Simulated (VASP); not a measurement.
# Tm (P6_3/mmc) in VASP: electric field gradients with PBE

Aim: the electric field gradients of Tm with PBE.

Everything below comes from runs of VASP 6.6.1. Logs are shortened: lines on timing, memory, paths and dates and some standing lists are left out, and cuts for length are marked.

### Step 1. The cell of the first run

Symmetry: P6_3/mmc, No. 194, hexagonal system. Conventional cell: a = 3.543 Å, b = 3.543 Å, c = 5.571 Å, α = 90.00°, β = 90.00°, γ = 120.00°. Within 4.5 Å of Tm (site symmetry -6m2) lie 12 Tm at 3.46 to 3.54 Å.

### Step 2. Electric field gradients, PBE, collinear spin, ferromagnetic start

The input, INCAR:

```
SYSTEM = Tm
PREC = Accurate
ENCUT = 520
EDIFF = 1E-8
ISMEAR = -1
SIGMA = 0.05
LREAL = .FALSE.
LASPH = .TRUE.
NELM = 150
ALGO = Normal
ISIF = 2
LWAVE = .FALSE.
LCHARG = .FALSE.
ISPIN = 2
MAGMOM = 2 2
LORBIT = 11
LMAXMIX = 6
GGA = PE
LEFG = .TRUE.
NBANDS = 34
```

The input, KPOINTS:

```
Automatic mesh
0
G
  11 11 6
  0 0 0
```

The input, POSCAR:

```
Tm
1.0
    3.5425993092      0.0000000000      0.0000000000
   -1.7712996546      3.0679809972      0.0000000000
    0.0000000000      0.0000000000      5.5708000000
Tm
2
Direct
    0.3333333333      0.6666666667      0.2500000000
    0.6666666667      0.3333333333      0.7500000000
```

Potentials or basis: VASP PAW PBE potentials, release 64 (Tm).

Launch:

```bash
> cat potpaw_PBE.64/Tm/POTCAR > POTCAR
> mpirun -np 1 vasp_std > vasp.out
```

OUTCAR:

```text
SYSTEM = Tm
   PREC = Accurate
   ENCUT = 520
   EDIFF = 1E-8
   ISMEAR = -1
   LREAL = .FALSE.
   LASPH = .TRUE.
   NELM = 150
   ISIF = 2
   ISPIN = 2
   LORBIT = 11
   GGA = PE

 ion  position               nearest neighbor table
   1  0.333  0.667  0.250-   2 3.46   2 3.46   2 3.46   2 3.46   2 3.46   2 3.46
   2  0.667  0.333  0.750-   1 3.46   1 3.46   1 3.46   1 3.46   1 3.46   1 3.46

  LATTYP: Found a hexagonal cell.
 ALAT       =     3.5425993092
 C/A-ratio  =     1.5725176668

  Lattice vectors:

 A1 = (   3.5425993092,   0.0000000000,   0.0000000000)
 A2 = (  -1.7712996546,   3.0679809972,   0.0000000000)
 A3 = (   0.0000000000,   0.0000000000,   5.5708000000)

Analysis of symmetry for initial positions (statically):
=====================================================================
 Subroutine PRICEL returns:
 Original cell was already a primitive cell.

 Routine SETGRP: Setting up the symmetry group for a
 hexagonal supercell.

 Subroutine GETGRP returns: Found 24 space group operations
 (whereof 12 operations were pure point group operations)
 out of a pool of 24 trial point group operations.

The static configuration has the point symmetry D_3d.
 The point group associated with its full space group is D_6h.

Analysis of symmetry for dynamics (positions and initial velocities):
=====================================================================
 Subroutine PRICEL returns:
 Original cell was already a primitive cell.

 Routine SETGRP: Setting up the symmetry group for a
 hexagonal supercell.

 Subroutine GETGRP returns: Found 24 space group operations
 (whereof 12 operations were pure point group operations)
 out of a pool of 24 trial point group operations.

The dynamic configuration has the point symmetry D_3d.
 The point group associated with its full space group is D_6h.

Analysis of structural, dynamic, and magnetic symmetry:
=====================================================================
 Subroutine PRICEL returns:
 Original cell was already a primitive cell.

 Routine SETGRP: Setting up the symmetry group for a
 hexagonal supercell.

 Subroutine GETGRP returns: Found 24 space group operations
 (whereof 12 operations were pure point group operations)
 out of a pool of 24 trial point group operations.

The overall configuration has the point symmetry D_3d.
 The point group associated with its full space group is D_6h.

 Subroutine INISYM returns: Found 24 space group operations
 (whereof 12 operations are pure point group operations),
 and found     1 'primitive' translations

----------------------------------------------------------------------------------------

                                     Primitive cell

  volume of cell :      60.5469

  direct lattice vectors                    reciprocal lattice vectors
     3.542599309  0.000000000  0.000000000     0.282278608  0.162973630  0.000000000
    -1.771299655  3.067980997  0.000000000     0.000000000  0.325947260  0.000000000
     0.000000000  0.000000000  5.570800000     0.000000000  0.000000000  0.179507432

  length of vectors
     3.542599309  3.542599309  5.570800000     0.325947260  0.325947260  0.179507432

  position of ions in fractional coordinates (direct lattice)
     0.333333333  0.666666667  0.250000000
     0.666666667  0.333333333  0.750000000

  ion indices of the primitive-cell ions
   primitive index   ion index
                 1           1
                 2           2

----------------------------------------------------------------------------------------

 KPOINTS: Automatic mesh

Automatic generation of k-mesh.
 Grid dimensions read from file:
 generate k-points for:   11   11    6
[... 64 lines left out ...]
   EDIFF  = 0.1E-07   stopping-criterion for ELM
   LREAL  =      F    real-space projection
   EDIFFG = 0.1E-06   stopping-criterion for IOM
   NSW    =      0    number of steps for IOM
   IBRION =     -1    ionic relax: 0-MD 1-quasi-New 2-CG
   NFREE  =      0    steps in history (QN), initial steepest desc. (CG)
   ISIF   =      2    stress and relaxation
   ISYM   =      2    0-nonsym 1-usesym 2-fastsym
   POTIM  = 0.5000    time-step for ionic-motion
   TEBEG  =    0.0;   TEEND  =   0.0 temperature during run
   PSTRESS=    0.0 pullay stress
   NELECT =      46.0000    total number of electrons
   NUPDOWN=      -1.0000    fix difference up-down
   EMIN   =  10.00;   EMAX   =-10.00  energy-range for DOS
   EFERMI =   0.00;   METHOD = LEGACY
   ISMEAR =    -1;   SIGMA  =   0.05  broadening in eV -4-tet -1-fermi 0-gaus
   EFERMI_NEDOS =   21; number of points for ismear=-14 and -15
   IALGO  =     38    algorithm
   IMIX   =      4    mixing-type and parameters
     AMIX     =   0.40;   BMIX     =  1.00
     AMIX_MAG =   1.60;   BMIX_MAG =  1.00
  volume/ion in A,a.u.               =      30.27       204.30
  Fermi-wavevector in a.u.,A,eV,Ry     =   1.493815  2.822900 30.361155  2.231482
  Thomas-Fermi vector in A             =   2.606167
   LORBIT       =     11    0 simple, 1 ext, 2 COOP (PROOUT), +10 PAW based schemes
   GGA     = PE    functional components
   LHFCALC =     F    Hartree Fock is set to
   AEXX    =    0.0000 exact exchange contribution
   IVDW    =     0    specifies the selected vdW correction
   LEPSILON=     F    determine dielectric tensor
   LRPA    =     F    only Hartree local field effects (RPA)
 spin polarized calculation
  energy-cutoff  :      520.00
  volume of cell :       60.55
 maximum number of plane-waves:      1677
 NGX is ok and might be reduce to    28
   NGX = 13   NGY = 13   NGZ = 21

 number of electron      46.0000020 magnetization       2.1762966

 Free energy of the ion-electron system (eV)
  ---------------------------------------------------
  ext. energy  EPLUGINS =         0.00000000
  ---------------------------------------------------
  free energy    TOTEN  =        -8.04085624 eV

  energy without entropy =       -7.91587614  energy(sigma->0) =       -7.97836619

 E-fermi :   2.2216     XC(G=0): -10.2517

 val. band max:        2.2190730165   @ k =   0.2727   0.1818   0.1667
 cond. band min:       2.2224516758   @ k =   0.1818   0.0000   0.3333
 fundamental gap:      0.0033786593
 Fermi energy:         2.2215828721

 spin component 1

 k-point     1 :       0.0000    0.0000    0.0000
  band No.  band energies     occupation
      1     -48.2016      1.00000
      2     -48.1521      1.00000
      3     -21.7767      1.00000
      4     -21.2107      1.00000
      5     -21.2107      1.00000
      6     -21.1099      1.00000
[... 877 lines left out ...]
     33       9.3154      0.00000
     34      10.2016      0.00000

 [... further k-points ...]

 spin component 2

 k-point     1 :       0.0000    0.0000    0.0000
  band No.  band energies     occupation
      1     -47.6626      1.00000
      2     -47.6101      1.00000
      3     -21.4474      1.00000
      4     -20.8623      1.00000
      5     -20.8623      1.00000
      6     -20.7560      1.00000
[... 877 lines left out ...]
     33       9.3770      0.00000
     34      10.2570      0.00000

 [... further k-points ...]

------------------------ aborting loop because EDIFF is reached ----------------------------------------

  FORCE on cell =-STRESS in cart. coord.  units (eV):
  Direction    XX          YY          ZZ          XY          YZ          ZX
  --------------------------------------------------------------------------------------
  -------------------------------------------------------------------------------------
  Total        0.9813040      0.9813040      1.7458947      0.0000000      0.0000000      0.0000000
  in kB       25.9670051     25.9670051     46.1994033      0.0000000      0.0000000      0.0000000
  external PRESSURE =      32.7111379 kB  Pullay stress =       0.0000000 kB

 VOLUME and BASIS-vectors are now :
 -----------------------------------------------------------------------------
  energy-cutoff  :      520.00
  volume of cell :       60.55
      direct lattice vectors                 reciprocal lattice vectors
     3.542599309  0.000000000  0.000000000     0.282278608  0.162973630  0.000000000
    -1.771299655  3.067980997  0.000000000     0.000000000  0.325947260  0.000000000
     0.000000000  0.000000000  5.570800000     0.000000000  0.000000000  0.179507432

 POSITION                                       TOTAL-FORCE (eV/Angst)
 -----------------------------------------------------------------------------------
     -0.00000      2.04532      1.39270         0.000000     -0.000000      0.000000
      1.77130      1.02266      4.17810        -0.000000      0.000000      0.000000
 -----------------------------------------------------------------------------------
    total drift:                                0.000000     -0.000000      0.000000

  FREE ENERGIE OF THE ION-ELECTRON SYSTEM (eV)
  ---------------------------------------------------
  free  energy   TOTEN  =        -8.0408562420 eV

  energy  without entropy=       -7.9158761354  energy(sigma->0) =       -7.97836619

 Electric field gradients (V/A^2)
---------------------------------------------------------------------
 ion       V_xx      V_yy      V_zz      V_xy      V_xz      V_yz
---------------------------------------------------------------------
   1     -11.502   -11.506    23.008    -0.003    -0.000     0.000
   2     -11.502   -11.506    23.008    -0.003     0.000    -0.000
---------------------------------------------------------------------

 Electric field gradients after diagonalization (V/A^2)
 (convention: |V_zz| > |V_xx| > |V_yy|)
----------------------------------------------------------------------
 ion       V_xx      V_yy      V_zz     asymmetry (V_yy - V_xx)/ V_zz
----------------------------------------------------------------------
   1     -11.508   -11.500    23.008       0.000
   2     -11.508   -11.500    23.008       0.000
----------------------------------------------------------------------

           NMR quadrupolar parameters

 Cq : quadrupolar parameter    Cq=e*Q*V_zz/h
 eta: asymmetry parameters     (V_yy - V_xx)/ V_zz
 Q  : nuclear electric quadrupole moment in mb (millibarn)
----------------------------------------------------------------------
 ion       Cq(MHz)       eta       Q (mb)
----------------------------------------------------------------------
   1       0.056       0.000       1.000
   2       0.056       0.000       1.000
----------------------------------------------------------------------

 total charge

# of ion       s       p       d       f       tot
--------------------------------------------------
    1        2.221   5.945   0.418  12.482  21.066
    2        2.221   5.945   0.418  12.482  21.066
--------------------------------------------------
tot          4.442  11.890   0.837  24.963  42.132

 magnetization (x)

# of ion       s       p       d       f       tot
--------------------------------------------------
    1        0.003  -0.039  -0.062   1.315   1.216
    2        0.003  -0.039  -0.062   1.315   1.216
--------------------------------------------------
tot          0.006  -0.079  -0.124   2.630   2.433
```

It took 9.4 min on 1 thread of AMD EPYC 9R45 (Zen 5), shared host; peak memory 0.32 GiB.

Results:

* Free energy: -8.0409 eV
* Pressure: 3.3 GPa
* Net moment: 2.18 μB per cell
* Site moments: Tm +1.22 μB
* Largest electric field gradient by atom: Tm +23.0 V/Å²
* Valence electrons inside the program's atomic spheres: Tm 21.07

Electric field gradients, principal values (V/Å²):
| atom | least | middle | greatest (by size) |
| --- | --- | --- | --- |
| 1 Tm | -11.500 | -11.508 | 23.008 |
| 2 Tm | -11.500 | -11.508 | 23.008 |

Caveat: the magnetic or orbital state may not be the lowest; the cell stands under pressure; without QUAD_EFG the Cq values of the log hold for a quadrupole moment of 1 mb, not for the nuclei; spin-orbit coupling is left out, which moves the levels of the heavy elements; semilocal functionals describe open f shells poorly, which spoils levels, moments and volumes. The state reached can hang on the start; a lower one may exist.
